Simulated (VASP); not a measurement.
A run of VASP 6.6.1 is set up as follows.

The input INCAR:

```
SYSTEM = GaAsSe3
PREC = Accurate ; ENCUT = 520
EDIFF = 1E-7 ; ISMEAR = 0
SIGMA = 0.1 ; LREAL = .FALSE.
LASPH = .TRUE. ; NELM = 60
ALGO = Normal ; ISIF = 2
LWAVE = .FALSE. ; LCHARG = .FALSE.
GGA = PE ; NBANDS = 26
```

File KPOINTS:

```
Automatic mesh
0
G
  6 6 4
  0 0 0
```

POSCAR

```
GaAsSe3
1.0
    4.1634514950      0.0000000000      0.0000000000
   -2.0817257475      3.6056547621      0.0000000000
    0.0000000000      0.0000000000      8.2512666045
Ga As Se
1 1 3
Direct
    0.3333333333      0.6666666667      0.5000000000
    0.6666666667      0.3333333333      0.0000000000
    0.0000000000      0.0000000000      0.8133853431
    0.0000000000      0.0000000000      0.1866146569
    0.6666666667      0.3333333333      0.5000000000
```

Potentials or basis: VASP PAW PBE potentials, release 64 (Ga_d, As, Se).

The run is started by

```sh
$ cat potpaw_PBE.64/Ga_d/POTCAR potpaw_PBE.64/As/POTCAR potpaw_PBE.64/Se/POTCAR > POTCAR
$ mpirun -np 1 vasp_std > vasp.out
```

(1) What does it give for the pressure?

(2) Estimate the largest force.

(3) Estimate the band gap on the k mesh.

Answers

(1) 0.0 GPa.

(2) 0.011 eV/Å.

(3) zero (band 18 reaches 3.88 eV, above the bottom of band 19 at 2.81 eV).
